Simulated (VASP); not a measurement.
Runs of VASP 6.6.1 on ScAl. The structure is that of space group Pm-3m (No. 221), or close to it. The cells are those of the table. 

| cell | gap on the mesh (eV) | pressure (GPa) |
| --- | --- | --- |
| a = 3.333 Å, 2 atoms | none | 1.1 |
| a = 3.296 Å, 2 atoms | none | 4.1 |
| a = 3.320 Å, 2 atoms | none | 2.1 |
| a = 3.193 Å, 2 atoms | none | (b) |
| a = 3.346 Å, 2 atoms | none | (a) |
| a = 3.235 Å, 2 atoms | none | 10.2 |
| a = 3.264 Å, 2 atoms | none | 7.2 |

Alike in all rows: task single point; level PBEsol; potentials or basis VASP PAW PBE potentials, release 64 (Sc_sv, Al); no spin polarisation; k mesh 14 × 14 × 14; cutoff (eV) 520; smearing fermi-dirac 0.1 eV.

Q: Fill in the values left out.

A: (a) 0.1; (b) 15.2.

Caveats: the PAW data sets were made with another functional, which shifts forces and pressure a little.

A gap of «none» marks levels without a gap at the run's occupations.
